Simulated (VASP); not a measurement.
A run of VASP 6.6.1:

File INCAR:

```
SYSTEM = HfMg3
PREC = Accurate ; ENCUT = 520
EDIFF = 1E-6 ; ISMEAR = 0
SIGMA = 0.05 ; LREAL = .False.
LASPH = .True. ; NELM = 100
ALGO = Normal ; ISIF = 2
LWAVE = .False. ; LCHARG = .False.
GGA = PE ; NBANDS = 16
```

Contents of KPOINTS:

```
regular mesh
0
Gamma
  7 7 7
  0 0 0
```

The input POSCAR:

```
HfMg3
1.0
   -2.2263530000      2.2263530000      4.4846200000
    2.2263530000     -2.2263530000      4.4846200000
    2.2263530000      2.2263530000     -4.4846200000
Mg Hf
3 1
Direct
    0.5000000000      0.5000000000      0.0000000000
    0.2500000000      0.7500000000      0.5000000000
    0.7500000000      0.2500000000      0.5000000000
    0.0000000000      0.0000000000      0.0000000000
```

Potentials or basis: VASP PAW PBE potentials, release 64 (Mg, Hf_pv).

Run with:

```bash
$ cat potpaw_PBE.64/Mg/POTCAR potpaw_PBE.64/Hf_pv/POTCAR > POTCAR
$ mpirun -np 1 vasp_std > vasp.out
```

Hardware: 1 thread of AMD EPYC 7R13 (shared host).

Estimate the wall time of this run.

It took 120 s on 1 thread of AMD EPYC 7R13, on a shared host, peak memory 0.25 GiB. Counts: scf iterations 12, k points 40.
